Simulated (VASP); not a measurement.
# P (P6/mmm) in VASP: notebook, part 2 of 2

VASP 6.6.1. The steps go on from the part before.

## (6) Single point, LDA (volume scaled by 1.08)

Contents of INCAR:

```
  ALGO = Normal
  EDIFF = 1E-6
  ENCUT = 520
  GGA = CA
  ISIF = 2
  ISMEAR = -1
  LASPH = T
  LCHARG = F
  LREAL = F
  LWAVE = F
  NBANDS = 14
  NELM = 80
  PREC = Accurate
  SIGMA = 0.1
```

Contents of KPOINTS:

```
k-points
0
Gamma
  9 9 14
```

Contents of POSCAR:

```
P
1.0
    4.4925102766      0.0000000000      0.0000000000
   -2.2462551383      3.8906280263      0.0000000000
    0.0000000000      0.0000000000      2.5413765041
P
3
Direct
    0.0000000000      0.0000000000      0.0000000000
    0.3333333333      0.6666666667      0.5000000000
    0.6666666667      0.3333333333      0.5000000000
```

Potentials or basis: VASP PAW LDA potentials, release 64 (P).

Launch:

```sh
$ cat potpaw_LDA.64/P/POTCAR > POTCAR
$ mpirun -np 1 vasp_std > vasp.out
```

Run time: 46 s. Hardware: 1 thread of Intel Xeon Platinum 8375C at 2.90GHz (Ice Lake), shared host; peak memory 0.16 GiB.

It converged, with:

| Property | Result |
| --- | --- |
| Free energy | -16.3438 eV |
| Pressure | -7.3 GPa |

Stress tensor (GPa, compression positive):
```
-6.83  0.00  0.00
 0.00 -6.83  0.00
 0.00  0.00 -8.31
```

Levels at points of the mesh, in eV from the Fermi level:
| k point | band 4 | band 5 | band 6 | band 7 | band 8 | band 9 | band 10 | band 11 | band 12 | band 13 |
| --- | --- | --- | --- | --- | --- | --- | --- | --- | --- | --- |
| (0.00, 0.00, 0.00) | -5.66 | -5.66 | -5.40 | -5.40 | 3.60 | 6.04 | 6.04 | 6.99 | 7.83 | 7.89 |
| (0.00, 0.00, 0.50) | -3.77 | -3.55 | -3.20 | -2.51 | -2.51 | -0.64 | -0.64 | 0.08 | 0.08 | 2.97 |

## (7) Single point, LDA (volume scaled by 1.12)

Contents of INCAR:

```
  PREC = Accurate
  ENCUT = 520
  EDIFF = 1E-6
  ISMEAR = -1
  SIGMA = 0.1
  LREAL = False
  LASPH = True
  NELM = 60
  ALGO = Normal
  ISIF = 2
  LWAVE = False
  LCHARG = True
  LELF = True
  LVHAR = True
  NBANDS = 14
```

Contents of KPOINTS:

```
Automatic mesh
0
Gamma
  9 9 14
```

Contents of POSCAR:

```
P
1.0
    4.5473023874      0.0000000000      0.0000000000
   -2.2736511937      3.9380793861      0.0000000000
    0.0000000000      0.0000000000      2.5723719553
P
3
Direct
    0.0000000000      0.0000000000      0.0000000000
    0.3333333333      0.6666666667      0.5000000000
    0.6666666667      0.3333333333      0.5000000000
```

Potentials or basis: VASP PAW LDA potentials, release 64 (P).

Launch:

```sh
$ cat potpaw_LDA.64/P/POTCAR > POTCAR
$ mpirun -np 1 vasp_std > vasp.out
```

OUTCAR:

```text
PREC = Accurate
   ENCUT = 520
   EDIFF = 1E-6
   ISMEAR = -1
   LREAL = False
   LASPH = True
   NELM = 60
   ISIF = 2

 ion  position               nearest neighbor table
   1  0.000  0.000  0.000-   2 2.92   3 2.92   2 2.92   3 2.92   2 2.92   2 2.92   3 2.92   3 2.92
                             3 2.92   3 2.92   2 2.92   2 2.92
   2  0.333  0.667  0.500-   3 2.63   3 2.63   3 2.63   1 2.92   1 2.92   1 2.92   1 2.92   1 2.92
                             1 2.92
   3  0.667  0.333  0.500-   2 2.63   2 2.63   2 2.63   1 2.92   1 2.92   1 2.92   1 2.92   1 2.92
                             1 2.92

  LATTYP: Found a hexagonal cell.
 ALAT       =     4.5473023874
[... 605 lines left out ...]
  --------------------------------------------------------------------------------------
  -------------------------------------------------------------------------------------
  Total       -2.6874297     -2.6874297     -3.2398645      0.0000000      0.0000000     -0.0000000
  in kB      -93.4707277    -93.4707277   -112.6848054      0.0000000      0.0000000     -0.0000000
  external PRESSURE =     -99.8754202 kB  Pullay stress =       0.0000000 kB

 VOLUME and BASIS-vectors are now :
 -----------------------------------------------------------------------------
  energy-cutoff  :      520.00
  volume of cell :       46.07
      direct lattice vectors                 reciprocal lattice vectors
     4.547302387  0.000000000  0.000000000     0.219910601  0.126965445  0.000000000
    -2.273651194  3.938079386  0.000000000     0.000000000  0.253930889  0.000000000
     0.000000000  0.000000000  2.572371955     0.000000000  0.000000000  0.388746269

 POSITION                                       TOTAL-FORCE (eV/Angst)
 -----------------------------------------------------------------------------------
      0.00000      0.00000      0.00000        -0.000000     -0.000000      0.000000
     -0.00000      2.62539      1.28619        -0.000000      0.000000      0.000000
      2.27365      1.31269      1.28619         0.000000     -0.000000      0.000000
 -----------------------------------------------------------------------------------
    total drift:                                0.000000     -0.000000     -0.000000

  FREE ENERGIE OF THE ION-ELECTRON SYSTEM (eV)
  ---------------------------------------------------
  free  energy   TOTEN  =       -16.2548691311 eV

  energy  without entropy=      -16.1931158609  energy(sigma->0) =      -16.22399250
```

OSZICAR:

```text
N       E                     dE             d eps       ncg     rms          rms(c)
DAV:   1     0.295256373250E+02    0.29526E+02   -0.60510E+03  2688   0.877E+02
DAV:   2    -0.144116975260E+02   -0.43937E+02   -0.40229E+02  3630   0.138E+02
DAV:   3    -0.162720529214E+02   -0.18604E+01   -0.18301E+01  3434   0.263E+01
DAV:   4    -0.162870554017E+02   -0.15002E-01   -0.14988E-01  3250   0.300E+00
DAV:   5    -0.162872050926E+02   -0.14969E-03   -0.14969E-03  3544   0.275E-01    0.643E+00
DAV:   6    -0.162639286746E+02    0.23276E-01   -0.15248E-02  3216   0.649E-01    0.369E+00
DAV:   7    -0.162549429903E+02    0.89857E-02   -0.23072E-02  3186   0.796E-01    0.164E-01
DAV:   8    -0.162548995263E+02    0.43464E-04   -0.53474E-04  3488   0.155E-01    0.871E-02
DAV:   9    -0.162548689681E+02    0.30558E-04   -0.85736E-05  3270   0.505E-02    0.138E-02
DAV:  10    -0.162548691311E+02   -0.16302E-06   -0.17801E-06  2956   0.921E-03
   1 F= -.16254869E+02 E0= -.16223992E+02  d E =-.617533E-01
```

stdout:

```text
POSCAR found type information on POSCAR P
 POSCAR found :  1 types and       3 ions
 scaLAPACK will be used
 LDA part: xc-table for (Slater(with rela. corr.)+CA(PZ))
 , standard interpolation
 POSCAR, INCAR and KPOINTS ok, starting setup
 FFT: planning ... GRIDC
 FFT: planning ... GRID_SOFT
 FFT: planning ... GRID
 WAVECAR not read
 entering main loop
```

Wall time 54 s (1 thread of Intel Xeon Platinum 8375C at 2.90GHz (Ice Lake), shared host); peak memory 0.16 GiB.

Results:

```yaml
Free_energy: -16.2549 eV
Pressure: -10.0 GPa
```

## (8) Summary

```tsv
cell	gap on the mesh (eV)	pressure (GPa)
a = 4.259, b = 4.259, c = 2.409 Å, angles 90.0, 90.0, 120.0°, 3 atoms	none	10.5
a = 4.320, b = 4.320, c = 2.444 Å, angles 90.0, 90.0, 120.0°, 3 atoms	none	4.7
a = 4.379, b = 4.379, c = 2.477 Å, angles 90.0, 90.0, 120.0°, 3 atoms	none	-0.1
a = 4.436, b = 4.436, c = 2.510 Å, angles 90.0, 90.0, 120.0°, 3 atoms	none	-4.1
a = 4.493, b = 4.493, c = 2.541 Å, angles 90.0, 90.0, 120.0°, 3 atoms	none	-7.3
a = 4.547, b = 4.547, c = 2.572 Å, angles 90.0, 90.0, 120.0°, 3 atoms	none	-10.0
```

Alike in all rows: task single point; level LDA; potentials or basis VASP PAW LDA potentials, release 64 (P); no spin polarisation; k mesh 9 × 9 × 14; cutoff (eV) 520; smearing fermi-dirac 0.1 eV.

Total energies depend on the potentials used, so only differences within one code and one set of settings carry meaning.
